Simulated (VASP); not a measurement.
# TiAl3 (I4/mmm) in VASP: notebook, part 2 of 2

VASP 6.6.1. The steps go on from the part before.

## 4. Single point, LDA

Input file INCAR:

```
SYSTEM = TiAl3
ALGO = Fast
EDIFF = 1E-6
ENCUT = 520
GGA = CA
ISIF = 2
ISMEAR = 0
LASPH = .TRUE.
LCHARG = .TRUE.
LELF = .TRUE.
LREAL = .FALSE.
LVHAR = .TRUE.
LWAVE = .FALSE.
NBANDS = 18
NELM = 60
PREC = Accurate
SIGMA = 0.15
```

Input file KPOINTS:

```
k-points
0
G
  16 16 16
  0 0 0
```

Input file POSCAR:

```
TiAl3
1.0
   -1.8893407300      1.8893407300      4.2417642881
    1.8893407300     -1.8893407300      4.2417642881
    1.8893407300      1.8893407300     -4.2417642881
Ti Al
1 3
Direct
    0.0000000000      0.0000000000      0.0000000000
    0.5000000000      0.5000000000      0.0000000000
    0.7500000000      0.2500000000      0.5000000000
    0.2500000000      0.7500000000      0.5000000000
```

Potentials or basis: VASP PAW LDA potentials, release 64 (Ti_sv, Al).

Run with:

```sh
> cat potpaw_LDA.64/Ti_sv/POTCAR potpaw_LDA.64/Al/POTCAR > POTCAR
> mpirun -np 1 vasp_std > vasp.out
```

OUTCAR:

```text
SYSTEM = TiAl3
   EDIFF = 1E-6
   ENCUT = 520
   GGA = CA
   ISIF = 2
   ISMEAR = 0
   LASPH = .TRUE.
   LREAL = .FALSE.
   NELM = 60
   PREC = Accurate

 ion  position               nearest neighbor table
   1  0.000  0.000  0.000-   2 2.67   2 2.67   2 2.67   2 2.67   4 2.84   3 2.84   4 2.84   4 2.84
                             3 2.84   3 2.84   4 2.84   3 2.84
   2  0.500  0.500  0.000-   1 2.67   1 2.67   1 2.67   1 2.67   4 2.84   3 2.84   4 2.84   3 2.84
                             4 2.84   4 2.84   3 2.84   3 2.84
   3  0.750  0.250  0.500-   4 2.67   4 2.67   4 2.67   4 2.67   2 2.84   1 2.84   2 2.84   1 2.84
                             2 2.84   2 2.84   1 2.84   1 2.84
   4  0.250  0.750  0.500-   3 2.67   3 2.67   3 2.67   3 2.67   2 2.84   1 2.84   2 2.84   2 2.84
                             1 2.84   1 2.84   2 2.84   1 2.84

  LATTYP: Found a body centered tetragonal cell.
 ALAT       =     3.7786814600
 C/A-ratio  =     2.2451028662

  Lattice vectors:

 A1 = (  -1.8893407300,   1.8893407300,   4.2417642881)
 A2 = (   1.8893407300,  -1.8893407300,   4.2417642881)
 A3 = (   1.8893407300,   1.8893407300,  -4.2417642881)

Analysis of symmetry for initial positions (statically):
[... 175 lines left out ...]
  free energy    TOTEN  =       -22.80384527 eV

  energy without entropy =      -22.78503061  energy(sigma->0) =      -22.79443794

 E-fermi :   8.4618     XC(G=0): -11.1169

 val. band max:        8.4521484808   @ k =  -0.3750  -0.3750   0.1875
 cond. band min:       8.4667936574   @ k =  -0.0625   0.1250   0.0625
 fundamental gap:      0.0146451766
 Fermi energy:         8.4617830411

 k-point     1 :       0.0000    0.0000    0.0000
  band No.  band energies     occupation
      1     -47.1861      2.00000
      2     -23.8996      2.00000
      3     -23.8996      2.00000
      4     -23.8206      2.00000
      5      -1.7805      2.00000
      6       5.5480      2.00000
[... 481 lines left out ...]
      5      -1.6967      2.00000
      6       5.6194      2.00000
[... 10 lines left out ...]
     17      12.5687      0.00000
     18      12.8257      0.00000

 [... further k-points ...]
[... 5 lines left out ...]
  --------------------------------------------------------------------------------------
  -------------------------------------------------------------------------------------
  Total        0.0835194      0.0835194      0.0542755      0.0000000      0.0000000      0.0000000
  in kB        2.2093811      2.2093811      1.4357779      0.0000000      0.0000000      0.0000000
  external PRESSURE =       1.9515134 kB  Pullay stress =       0.0000000 kB

 VOLUME and BASIS-vectors are now :
 -----------------------------------------------------------------------------
  energy-cutoff  :      520.00
  volume of cell :       60.57
      direct lattice vectors                 reciprocal lattice vectors
    -1.889340730  1.889340730  4.241764288     0.000000000  0.264642577  0.117875480
     1.889340730 -1.889340730  4.241764288     0.264642577  0.000000000  0.117875480
     1.889340730  1.889340730 -4.241764288     0.264642577  0.264642577  0.000000000

 POSITION                                       TOTAL-FORCE (eV/Angst)
 -----------------------------------------------------------------------------------
      0.00000      0.00000      0.00000        -0.000000      0.000000      0.000000
      0.00000      0.00000      4.24176        -0.000000      0.000000      0.000000
     -0.00000      1.88934      2.12088         0.000000     -0.000000     -0.000000
      1.88934     -0.00000      2.12088        -0.000000      0.000000     -0.000000
 -----------------------------------------------------------------------------------
    total drift:                               -0.000000     -0.000000     -0.000000

  FREE ENERGIE OF THE ION-ELECTRON SYSTEM (eV)
  ---------------------------------------------------
  free  energy   TOTEN  =       -22.8038452699 eV

  energy  without entropy=      -22.7850306060  energy(sigma->0) =      -22.79443794
```

OSZICAR:

```text
N       E                     dE             d eps       ncg     rms          rms(c)
DAV:   1     0.120367787526E+03    0.12037E+03   -0.92381E+03 12564   0.108E+03
DAV:   2    -0.161643548733E+02   -0.13653E+03   -0.13299E+03 12784   0.286E+02
DAV:   3    -0.244933521207E+02   -0.83290E+01   -0.81801E+01 19722   0.652E+01
[... 18 lines left out ...]
RMM:  22    -0.228038399785E+02   -0.27156E-05   -0.29894E-05 15662   0.182E-02    0.923E-03
RMM:  23    -0.228038419472E+02   -0.19686E-05   -0.22413E-05 15149   0.153E-02    0.766E-03
RMM:  24    -0.228038433594E+02   -0.14122E-05   -0.16057E-05 14516   0.132E-02    0.735E-03
RMM:  25    -0.228038444300E+02   -0.10706E-05   -0.13640E-05 15683   0.149E-02    0.141E-03
RMM:  26    -0.228038452699E+02   -0.83994E-06   -0.97122E-06 13685   0.127E-02
   1 F= -.22803845E+02 E0= -.22794438E+02  d E =-.188147E-01
```

stdout:

```text
POSCAR found type information on POSCAR TiAl
 POSCAR found :  2 types and       4 ions
 scaLAPACK will be used
 LDA part: xc-table for (Slater(with rela. corr.)+CA(PZ))
 , standard interpolation
 POSCAR, INCAR and KPOINTS ok, starting setup
 FFT: planning ... GRIDC
 FFT: planning ... GRID_SOFT
 FFT: planning ... GRID
 WAVECAR not read
 entering main loop
WARNING in EDDRMM: call to ZHEGV failed, returncode =   8  4     10
WARNING in EDDRMM: call to ZHEGV failed, returncode =   6  3      5
WARNING in EDDRMM: call to ZHEGV failed, returncode =   8  4      9
```

Wall time 35 min (1 thread of Intel Xeon 8259CL, shared host); peak memory 0.48 GiB.

Results:

| Quantity | Value |
| --- | --- |
| Free energy | -22.8038 eV |
| Pressure | 0.2 GPa |
| Band gap on the k mesh | zero (an odd number of electrons rules out a gap without spin polarisation) |

## 5. The runs side by side

```tsv
k mesh	smearing	further INCAR settings	gap on the mesh (eV)	pressure (GPa)
14 × 14 × 14	gaussian 0.15 eV	ALGO = Fast; EDIFF = 1e-06; NBANDS = 18	none	0.2
16 × 16 × 16	gaussian 0.1 eV	ALGO = Fast; EDIFF = 1e-07; NBANDS = 18	none	0.2
16 × 16 × 16	gaussian 0.15 eV	ALGO = Fast; EDIFF = 1e-06; NBANDS = 18	none	0.2
```

Alike in all rows: task single point; level LDA; potentials or basis VASP PAW LDA potentials, release 64 (Ti_sv, Al); no spin polarisation; cell as given; cutoff (eV) 520.

Total energies depend on the potentials used, so only differences within one code and one set of settings carry meaning.
